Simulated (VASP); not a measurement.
Set up this calculation in VASP 6.6.1, as the native input.

```
Task                   : single point
Functional             : PBE
Potentials or basis    : VASP PAW PBE potentials, release 64 (Sn_d, O)
Cutoff                 : 520 eV
k mesh                 : 12 × 12 × 12
Occupations            : gaussian, width 0.05 eV
Spin                   : no spin polarisation
Dipole correction      : no
Further INCAR settings : ALGO = Normal; EDIFF = 1e-06; NBANDS = 20
```

The structure of SnO2 lies in POSCAR:

```
SnO2
1.0
    1.6167660720      0.9334403269      4.9182553763
   -1.6167660720      0.9334403269      4.9182553763
    0.0000000000     -1.8668806537      4.9182553763
Sn O
1 2
Direct
    0.5000000000      0.5000000000      0.5000000000
    0.2521652253      0.2521652253      0.2521652253
    0.7478347747      0.7478347747      0.7478347747
```

One way to write it, as run:

INCAR

```
PREC = Accurate ; ENCUT = 520
EDIFF = 1E-6 ; ISMEAR = 0
SIGMA = 0.05 ; LREAL = False
LASPH = True ; NELM = 80
ALGO = Normal ; ISIF = 2
LWAVE = False ; LCHARG = False
GGA = PE ; NBANDS = 20
```

KPOINTS

```
Automatic mesh
0
Gamma
  12 12 12
```

Potentials or basis: VASP PAW PBE potentials, release 64 (Sn_d, O).

Run with:

```console
$ cat potpaw_PBE.64/Sn_d/POTCAR potpaw_PBE.64/O/POTCAR > POTCAR
$ mpirun -np 1 vasp_std > vasp.out
```

It gave:

```yaml
Pressure: -14.3 GPa
Largest_force: 2.870 eV/Å
Band_gap_on_the_k_mesh: 1.34 eV, indirect (least direct gap 1.34 eV)
```

Caveat: spin-orbit coupling is left out, which moves the levels of the heavy elements; forces of over 1 eV/Å act on the atoms, so gaps and moduli don't describe the material at rest.

Run time: 4.6 min on 1 thread of Intel Xeon 6975P-C (shared host), peak memory 0.34 GiB.
